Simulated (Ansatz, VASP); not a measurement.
One calculation of LaH3, two programs

```
CELL_PARAMETERS angstrom
3.94068 0.00000 0.00000
1.97034 3.41273 0.00000
1.97034 1.13758 3.21755
ATOMIC_POSITIONS crystal
La 0.00000 0.00000 0.00000
H 0.50000 0.50000 0.50000
H 0.75000 0.75000 0.75000
H 0.25000 0.25000 0.25000
```

Alike in both runs: task single point; functional r2SCAN; k mesh 9 × 9 × 9; no spin polarisation.

|  | VASP | Ansatz |
| --- | --- | --- |
| version | VASP 6.6.1 | Ansatz 0.2.0 |
| potentials or method | VASP PAW PBE potentials, release 64 (La, H) | plane waves, PAW |
| plane-wave cutoff (eV) | 520 | 500 |
| occupations | methfessel-paxton of order 1, width 0.1 eV | cold, width 0.1 eV |
| valence electrons in the cell | 14 | 14 |

Ansatz gave:

* pressure (GPa): 0.0

Problem. Which values does VASP return?

Solution. Pressure (GPa): -0.4.

VASP's potentials were made for PBE, not for r2SCAN.

Neither program's run includes spin-orbit coupling.
